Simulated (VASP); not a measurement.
A run of VASP 6.6.1:

Contents of INCAR:

```
SYSTEM = MgO
PREC = Accurate
ENCUT = 520
EDIFF = 1E-6
ISMEAR = 0
SIGMA = 0.05
LREAL = .FALSE.
LASPH = .TRUE.
NELM = 60
ALGO = Normal
ISIF = 2
LWAVE = .FALSE.
LCHARG = .FALSE.
GGA = PS
NBANDS = 16
```

Contents of KPOINTS:

```
regular mesh
0
G
  9 9 6
  0 0 0
```

The input POSCAR:

```
MgO
1.0
    3.3077869865      0.0000000000      0.0000000000
   -1.6538934933      2.8646275606      0.0000000000
    0.0000000000      0.0000000000      4.9828816700
Mg O
2 2
Direct
    0.3333333333      0.6666666667      0.0172112714
    0.6666666667      0.3333333333      0.5172112714
    0.3333333333      0.6666666667      0.4024402600
    0.6666666667      0.3333333333      0.9024402600
```

Potentials or basis: VASP PAW PBE potentials, release 64 (Mg, O).

Run with:

```console
$ cat potpaw_PBE.64/Mg/POTCAR potpaw_PBE.64/O/POTCAR > POTCAR
$ mpirun -np 1 vasp_std > vasp.out
```

Hardware: 1 thread of Intel Xeon 8259CL, on a shared host.

Estimate the wall time of this run.

Wall time 28 s on 1 thread of Intel Xeon 8259CL, with other jobs on the host, peak memory 0.19 GiB. Counts: scf iterations 12, k points 48.
